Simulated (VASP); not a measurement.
# GaP (I-4m2) in VASP: further runs

The runs below take GaP through single point, with PBEsol.

Everything below comes from runs of VASP 6.6.1. Logs are shortened: lines on timing, memory, paths and dates and some standing lists are left out, and cuts for length are marked.

### Step 1. The cell of the first run

The structure is tetragonal, space group I-4m2 (No. 119). The conventional cell has a = 3.769 Å, b = 3.769 Å, c = 5.534 Å, α = 90.00°, β = 90.00°, γ = 90.00°. Ga (site symmetry -4m2) has 4 P at 2.34 Å within 3.1 Å. P (site symmetry -4m2) has 4 Ga at 2.34 Å within 3.1 Å.

### Step 2. Single point, PBEsol (in-plane strain -0.02, then relaxed in part)

INCAR

```
  PREC = Accurate
  ENCUT = 520
  EDIFF = 1E-6
  ISMEAR = 0
  SIGMA = 0.01
  LREAL = F
  LASPH = T
  NELM = 60
  ALGO = Normal
  ISIF = 2
  LWAVE = F
  LCHARG = F
  GGA = PS
  NBANDS = 16
```

KPOINTS

```
regular mesh
0
Gamma
  8 8 8
```

POSCAR

```
GaP
1.0
    2.6648788386      2.6648788386      0.0000000000
   -2.6648788386      2.6648788386      0.0000000000
    0.0000000000      2.6648788386      2.7671396900
Ga P
1 1
Direct
    0.0000000000      0.0000000000      0.0000000000
    0.7500000000      0.2500000000      0.5000000000
```

Potentials or basis: VASP PAW PBE potentials, release 64 (Ga_d, P).

Run with:

```bash
> cat potpaw_PBE.64/Ga_d/POTCAR potpaw_PBE.64/P/POTCAR > POTCAR
> mpirun -np 1 vasp_std > vasp.out
```

OUTCAR:

```text
PREC = Accurate
   ENCUT = 520
   EDIFF = 1E-6
   ISMEAR = 0
   LREAL = F
   LASPH = T
   NELM = 60
   ISIF = 2
   GGA = PS

 ion  position               nearest neighbor table
   1  0.000  0.000  0.000-   2 2.34   2 2.34   2 2.34   2 2.34
   2  0.750  0.250  0.500-   1 2.34   1 2.34   1 2.34   1 2.34

  LATTYP: Found a body centered tetragonal cell.
 ALAT       =     3.7687077956
 C/A-ratio  =     1.4684819519

  Lattice vectors:

 A1 = (   2.6648788386,   0.0000000000,  -2.7671396900)
 A2 = (  -2.6648788386,   0.0000000000,  -2.7671396900)
 A3 = (   0.0000000000,   2.6648788386,   2.7671396900)

Analysis of symmetry for initial positions (statically):
=====================================================================
 Subroutine PRICEL returns:
 Original cell was already a primitive cell.

 Routine SETGRP: Setting up the symmetry group for a
 body centered tetragonal supercell.

 Subroutine GETGRP returns: Found  8 space group operations
 (whereof  8 operations were pure point group operations)
 out of a pool of 16 trial point group operations.

The static configuration has the point symmetry D_2d.

Analysis of symmetry for dynamics (positions and initial velocities):
=====================================================================
 Subroutine PRICEL returns:
 Original cell was already a primitive cell.

 Routine SETGRP: Setting up the symmetry group for a
 body centered tetragonal supercell.

 Subroutine GETGRP returns: Found  8 space group operations
 (whereof  8 operations were pure point group operations)
 out of a pool of 16 trial point group operations.

The dynamic configuration has the point symmetry D_2d.

 Subroutine INISYM returns: Found  8 space group operations
 (whereof  8 operations are pure point group operations),
 and found     1 'primitive' translations

----------------------------------------------------------------------------------------

                                     Primitive cell

  volume of cell :      39.3021

  direct lattice vectors                    reciprocal lattice vectors
     2.664878839  2.664878839  0.000000000     0.187625791  0.187625791 -0.180691998
    -2.664878839  2.664878839  0.000000000    -0.187625791  0.187625791 -0.180691998
     0.000000000  2.664878839  2.767139690     0.000000000  0.000000000  0.361383996

  length of vectors
     3.768707796  3.768707796  3.841697709     0.321024101  0.321024101  0.361383996

[... 73 lines left out ...]
   ICHARG =      2    charge: 1-file 2-atom 10-const
   ISPIN  =      1    spin polarized calculation?
   LNONCOLLINEAR =      F non collinear calculations
   LSORBIT =      F    spin-orbit coupling
   LASPH  =      T    aspherical Exc in radial PAW
   ENCUT  =  520.0 eV  38.22 Ry    6.18 a.u.   7.01  7.01  7.14*2*pi/ulx,y,z
   NELM   =     60;   NELMIN=  2; NELMDL= -5     # of ELM steps
   EDIFF  = 0.1E-05   stopping-criterion for ELM
   LREAL  =      F    real-space projection
   EDIFFG = 0.1E-04   stopping-criterion for IOM
   NSW    =      0    number of steps for IOM
   IBRION =     -1    ionic relax: 0-MD 1-quasi-New 2-CG
   NFREE  =      0    steps in history (QN), initial steepest desc. (CG)
   ISIF   =      2    stress and relaxation
   ISYM   =      2    0-nonsym 1-usesym 2-fastsym
   POTIM  = 0.5000    time-step for ionic-motion
   TEBEG  =    0.0;   TEEND  =   0.0 temperature during run
   PSTRESS=    0.0 pullay stress
   NELECT =      18.0000    total number of electrons
   NUPDOWN=      -1.0000    fix difference up-down
   EMIN   =  10.00;   EMAX   =-10.00  energy-range for DOS
   EFERMI =   0.00;   METHOD = LEGACY
   ISMEAR =     0;   SIGMA  =   0.01  broadening in eV -4-tet -1-fermi 0-gaus
   EFERMI_NEDOS =   21; number of points for ismear=-14 and -15
   IALGO  =     38    algorithm
   IMIX   =      4    mixing-type and parameters
     AMIX     =   0.40;   BMIX     =  1.00
     AMIX_MAG =   1.60;   BMIX_MAG =  1.00
  volume/ion in A,a.u.               =      19.65       132.61
  Fermi-wavevector in a.u.,A,eV,Ry     =   1.261906  2.384657 21.666008  1.592407
  Thomas-Fermi vector in A             =   2.395341
   LORBIT       =      0    0 simple, 1 ext, 2 COOP (PROOUT), +10 PAW based schemes
   GGA     = PS    functional components
   LHFCALC =     F    Hartree Fock is set to
   AEXX    =    0.0000 exact exchange contribution
   IVDW    =     0    specifies the selected vdW correction
   LEPSILON=     F    determine dielectric tensor
   LRPA    =     F    only Hartree local field effects (RPA)
 non-spin polarized calculation
 Gauss-broadening in eV      SIGMA  =   0.01
  energy-cutoff  :      520.00
  volume of cell :       39.30
 maximum number of plane-waves:      1074
   NGX = 13   NGY = 13   NGZ = 15

 number of electron      17.9999999 magnetization

 Free energy of the ion-electron system (eV)
  ---------------------------------------------------
  ext. energy  EPLUGINS =         0.00000000
  ---------------------------------------------------
  free energy    TOTEN  =        -9.90657682 eV

  energy without entropy =       -9.90657682  energy(sigma->0) =       -9.90657682

 E-fermi :   5.0585     XC(G=0): -10.1571

 val. band max:        4.9524764810   @ k =   0.0000   0.0000   0.0000
 cond. band min:       6.2390724438   @ k =  -0.3750   0.3750   0.0000
 fundamental gap:      1.2865959628
 Fermi energy:         5.0584562139

 k-point     1 :       0.0000    0.0000    0.0000
  band No.  band energies     occupation
      1      -9.7287      2.00000
      2      -9.7171      2.00000
      3      -9.7171      2.00000
      4      -9.6134      2.00000
      5      -9.6099      2.00000
      6      -7.8730      2.00000
[... 433 lines left out ...]
      3      -9.6944      2.00000
      4      -9.6182      2.00000
      5      -9.6026      2.00000
      6      -6.6037      2.00000
[... 8 lines left out ...]
     15      15.3555      0.00000
     16      16.1944      0.00000

 [... further k-points ...]
[... 5 lines left out ...]
  --------------------------------------------------------------------------------------
  -------------------------------------------------------------------------------------
  Total        0.7176393      0.7176393     -0.0260400      0.0000000      0.0000000      0.0000000
  in kB       29.2550472     29.2550472     -1.0615391      0.0000000      0.0000000      0.0000000
  external PRESSURE =      19.1495185 kB  Pullay stress =       0.0000000 kB

 VOLUME and BASIS-vectors are now :
 -----------------------------------------------------------------------------
  energy-cutoff  :      520.00
  volume of cell :       39.30
      direct lattice vectors                 reciprocal lattice vectors
     2.664878839  2.664878839  0.000000000     0.187625791  0.187625791 -0.180691998
    -2.664878839  2.664878839  0.000000000    -0.187625791  0.187625791 -0.180691998
     0.000000000  2.664878839  2.767139690     0.000000000  0.000000000  0.361383996

 POSITION                                       TOTAL-FORCE (eV/Angst)
 -----------------------------------------------------------------------------------
      0.00000      0.00000      0.00000        -0.000000     -0.000000      0.000000
      1.33244      3.99732      1.38357         0.000000      0.000000      0.000000
 -----------------------------------------------------------------------------------
    total drift:                                0.000002      0.000000     -0.000000

  FREE ENERGIE OF THE ION-ELECTRON SYSTEM (eV)
  ---------------------------------------------------
  free  energy   TOTEN  =        -9.9065768171 eV

  energy  without entropy=       -9.9065768171  energy(sigma->0) =       -9.90657682
```

stdout:

```text
POSCAR found type information on POSCAR GaP
 POSCAR found :  2 types and       2 ions
 scaLAPACK will be used
 -----------------------------------------------------------------------------
|                                                                             |
|                                                                             |
|     You enforced a specific xc type in the INCAR file but a different       |
|     I HOPE YOU KNOW WHAT YOU ARE DOING!                                     |
|                                                                             |
 -----------------------------------------------------------------------------

 LDA part: xc-table for (Slater+PW92), standard interpolation
 POSCAR, INCAR and KPOINTS ok, starting setup
 FFT: planning ... GRIDC
 FFT: planning ... GRID_SOFT
 FFT: planning ... GRID
 WAVECAR not read
 entering main loop
```

Wall time 13 s (1 thread of Intel Xeon 6975P-C (Granite Rapids), shared host); peak memory 0.18 GiB.

Results:

```yaml
Free_energy: -9.9066 eV
Pressure: 1.9 GPa
Band_gap_on_the_k_mesh: 1.29 eV, indirect (least direct gap 1.91 eV)
```

Caveat: the cell differs from its parent crystal (in-plane strain -0.02, then relaxed in part); the PAW data sets were made with another functional, which shifts forces and pressure a little. A k mesh can miss the band edges.

### Step 3. Single point, PBEsol (in-plane strain -0.02)

INCAR

```
ALGO = Normal
EDIFF = 1E-7
ENCUT = 520
GGA = PS
ISIF = 2
ISMEAR = 0
LASPH = T
LCHARG = T
LELF = T
LREAL = F
LVHAR = T
LWAVE = F
NBANDS = 16
NELM = 80
PREC = Accurate
SIGMA = 0.01
```

KPOINTS

```
k-points
0
Gamma
  8 8 8
```

Changes to POSCAR since step 2:

```diff
@@ -4,3 +4,3 @@
    -2.6648788386      2.6648788386      0.0000000000
-    0.0000000000      2.6648788386      2.7671396900
+    0.0000000000      2.6648788386      2.7518952905
 Ga P
```

Potentials or basis: VASP PAW PBE potentials, release 64 (Ga_d, P).

Run with:

```bash
> cat potpaw_PBE.64/Ga_d/POTCAR potpaw_PBE.64/P/POTCAR > POTCAR
> mpirun -np 1 vasp_std > vasp.out
```

OUTCAR:

```text
EDIFF = 1E-7
   ENCUT = 520
   GGA = PS
   ISIF = 2
   ISMEAR = 0
   LASPH = T
   LREAL = F
   NELM = 80
   PREC = Accurate

 ion  position               nearest neighbor table
   1  0.000  0.000  0.000-   2 2.33   2 2.33   2 2.33   2 2.33
   2  0.750  0.250  0.500-   1 2.33   1 2.33   1 2.33   1 2.33

  LATTYP: Found a body centered tetragonal cell.
 ALAT       =     3.7687077956
 C/A-ratio  =     1.4603919644

  Lattice vectors:

 A1 = (   2.6648788386,   0.0000000000,  -2.7518952905)
[... 625 lines left out ...]
      3      -9.6467      2.00000
      4      -9.5679      2.00000
      5      -9.5534      2.00000
      6      -6.5827      2.00000
[... 8 lines left out ...]
     15      15.4566      0.00000
     16      16.2584      0.00000

 [... further k-points ...]
[... 5 lines left out ...]
  --------------------------------------------------------------------------------------
  -------------------------------------------------------------------------------------
  Total        0.8132119      0.8132119      0.1878146      0.0000000      0.0000000      0.0000000
  in kB       33.3347700     33.3347700      7.6988019      0.0000000      0.0000000      0.0000000
  external PRESSURE =      24.7894473 kB  Pullay stress =       0.0000000 kB

 VOLUME and BASIS-vectors are now :
 -----------------------------------------------------------------------------
  energy-cutoff  :      520.00
  volume of cell :       39.09
      direct lattice vectors                 reciprocal lattice vectors
     2.664878839  2.664878839  0.000000000     0.187625791  0.187625791 -0.181692960
    -2.664878839  2.664878839  0.000000000    -0.187625791  0.187625791 -0.181692960
     0.000000000  2.664878839  2.751895290     0.000000000  0.000000000  0.363385919

 POSITION                                       TOTAL-FORCE (eV/Angst)
 -----------------------------------------------------------------------------------
      0.00000      0.00000      0.00000        -0.000000      0.000000      0.000000
      1.33244      3.99732      1.37595         0.000000     -0.000000      0.000000
 -----------------------------------------------------------------------------------
    total drift:                               -0.000000      0.000000     -0.000000

  FREE ENERGIE OF THE ION-ELECTRON SYSTEM (eV)
  ---------------------------------------------------
  free  energy   TOTEN  =        -9.9060798068 eV

  energy  without entropy=       -9.9060798068  energy(sigma->0) =       -9.90607981
```

stdout:

```text
POSCAR found type information on POSCAR GaP
 POSCAR found :  2 types and       2 ions
 scaLAPACK will be used
 -----------------------------------------------------------------------------
|                                                                             |
|                                                                             |
|     You enforced a specific xc type in the INCAR file but a different       |
|     I HOPE YOU KNOW WHAT YOU ARE DOING!                                     |
|                                                                             |
 -----------------------------------------------------------------------------

 LDA part: xc-table for (Slater+PW92), standard interpolation
 POSCAR, INCAR and KPOINTS ok, starting setup
 FFT: planning ... GRIDC
 FFT: planning ... GRID_SOFT
 FFT: planning ... GRID
 WAVECAR not read
 entering main loop
```

Run time: 15 s. Hardware: 1 thread of Intel Xeon 6975P-C (Granite Rapids), shared host; peak memory 0.17 GiB.

What came out:

```yaml
Free_energy: -9.9061 eV
Pressure: 2.5 GPa
Band_gap_on_the_k_mesh: 1.30 eV, indirect (least direct gap 1.97 eV)
```

Stress tensor (GPa, compression positive):
```
3.33 0.00 0.00
0.00 3.33 0.00
0.00 0.00 0.77
```

Caveat: the cell differs from its parent crystal (in-plane strain -0.02); the PAW data sets were made with another functional, which shifts forces and pressure a little.

### Step 4. Single point, PBEsol (in-plane strain -0.01, then relaxed in part)

INCAR

```
PREC     = Accurate       # precision mode
ENCUT    = 520            # plane-wave cutoff, eV
EDIFF    = 1E-6           # SCF threshold, eV
ISMEAR   = 0              # smearing method
SIGMA    = 0.01           # smearing width, eV
LREAL    = False          # projectors in reciprocal space
LASPH    = True           # aspherical terms in the spheres
NELM     = 100            # most SCF steps
ALGO     = Normal         # electronic algorithm
ISIF     = 2              # what is computed and relaxed
LWAVE    = False          # write WAVECAR
LCHARG   = True           # write CHGCAR
GGA      = PS             # functional
LELF     = True           # ELF
LVHAR    = True         
NBANDS   = 16             # bands
```

KPOINTS

```
regular mesh
0
Gamma
  8 8 8
```

POSCAR

```
GaP
1.0
    2.6920714798      2.6920714798      0.0000000000
   -2.6920714798      2.6920714798      0.0000000000
    0.0000000000      2.6920714798      2.7433054772
Ga P
1 1
Direct
    0.0000000000      0.0000000000      0.0000000000
    0.7500000000      0.2500000000      0.5000000000
```

Run with:

```bash
> cat potpaw_PBE.64/Ga_d/POTCAR potpaw_PBE.64/P/POTCAR > POTCAR
> mpirun -np 1 vasp_std > vasp.out
```

Run time: 14 s. Hardware: 1 thread of Intel Xeon 6975P-C (Granite Rapids), shared host; peak memory 0.18 GiB.

The run converged. Its results:

* Free energy: -9.9176 eV
* Pressure: 0.9 GPa
* Band gap on the k mesh: 1.40 eV, indirect (least direct gap 1.86 eV)

Stress tensor (GPa, compression positive):
```
 1.37  0.00  0.00
 0.00  1.37  0.00
 0.00  0.00 -0.10
```

Levels at points of the mesh, in eV from the valence-band top:
```csv
k point,band 5,band 6,band 7,band 8,band 9,band 10,band 11,band 12,band 13,band 14
"(0.00, 0.00, 0.00)",-14.50,-12.70,-0.11,0.00,0.00,1.86,3.77,3.77,3.81,8.60
"(0.50, 0.00, 0.00)",-14.49,-10.55,-6.84,-1.27,-1.11,1.59,4.54,4.68,8.09,10.82
"(0.50, 0.50, 0.00)",-14.48,-9.58,-6.89,-2.86,-2.85,1.40,1.60,10.61,10.62,11.26
"(0.00, 0.00, 0.50)",-14.48,-9.67,-7.01,-2.72,-2.72,1.53,1.78,10.66,10.66,11.09
```

Caveat: the cell differs from its parent crystal (in-plane strain -0.01, then relaxed in part); the PAW data sets were made with another functional, which shifts forces and pressure a little. A k mesh can miss the band edges.

### Step 5. Single point, PBEsol (in-plane strain -0.01)

INCAR

```
SYSTEM = GaP
ALGO = Normal
EDIFF = 1E-6
ENCUT = 520
GGA = PS
ISIF = 2
ISMEAR = 0
LASPH = .True.
LCHARG = .False.
LREAL = .False.
LWAVE = .False.
NBANDS = 16
NELM = 80
PREC = Accurate
SIGMA = 0.01
```

KPOINTS

```
k-points
0
Gamma
  8 8 8
  0 0 0
```

Changes to POSCAR since step 4:

```diff
@@ -4,3 +4,3 @@
    -2.6920714798      2.6920714798      0.0000000000
-    0.0000000000      2.6920714798      2.7433054772
+    0.0000000000      2.6920714798      2.7355797058
 Ga P
```

Run with:

```bash
> cat potpaw_PBE.64/Ga_d/POTCAR potpaw_PBE.64/P/POTCAR > POTCAR
> mpirun -np 1 vasp_std > vasp.out
```

Run time: 14 s. Hardware: 1 thread of Intel Xeon 6975P-C (Granite Rapids), shared host; peak memory 0.18 GiB.

Results (log left out):

| Item | Value |
| --- | --- |
| Free energy | -9.9175 eV |
| Pressure | 1.1 GPa |
| Band gap on the k mesh | 1.40 eV, indirect (least direct gap 1.89 eV) |

Stress tensor (GPa, compression positive):
```
1.55 0.00 0.00
0.00 1.55 0.00
0.00 0.00 0.31
```

Levels at points of the mesh, in eV from the valence-band top:
| k point | band 7 | band 8 | band 9 | band 10 | band 11 | band 12 |
| --- | --- | --- | --- | --- | --- | --- |
| (0.00, 0.00, 0.00) | -0.09 | 0.00 | 0.00 | 1.89 | 3.78 | 3.78 |
| (0.50, 0.00, 0.00) | -6.85 | -1.26 | -1.12 | 1.61 | 4.56 | 4.68 |
| (0.50, 0.50, 0.00) | -6.90 | -2.86 | -2.85 | 1.40 | 1.61 | 10.65 |
| (0.00, 0.00, 0.50) | -7.01 | -2.74 | -2.74 | 1.52 | 1.77 | 10.68 |

Caveat: the cell differs from its parent crystal (in-plane strain -0.01); the PAW data sets were made with another functional, which shifts forces and pressure a little. A k mesh can miss the band edges.

### Step 6. Summary

| cell | gap on the mesh (eV) | pressure (GPa) |
| --- | --- | --- |
| a = 3.769, b = 3.769, c = 3.842 Å, angles 60.6, 60.6, 90.0°, 2 atoms | 1.29 | 1.9 |
| a = 3.769, b = 3.769, c = 3.831 Å, angles 60.5, 60.5, 90.0°, 2 atoms | 1.30 | 2.5 |
| a = 3.807, b = 3.807, c = 3.844 Å, angles 60.3, 60.3, 90.0°, 2 atoms | 1.40 | 0.9 |
| a = 3.807, b = 3.807, c = 3.838 Å, angles 60.3, 60.3, 90.0°, 2 atoms | 1.40 | 1.1 |

Alike in all rows: task single point; level PBEsol; potentials or basis VASP PAW PBE potentials, release 64 (Ga_d, P); no spin polarisation; k mesh 8 × 8 × 8; cutoff (eV) 520; smearing gaussian 0.01 eV.

Caveats: the PAW data sets were made with another functional, which shifts forces and pressure a little.

Total energies depend on the potentials used, so only differences within one code and one set of settings carry meaning.
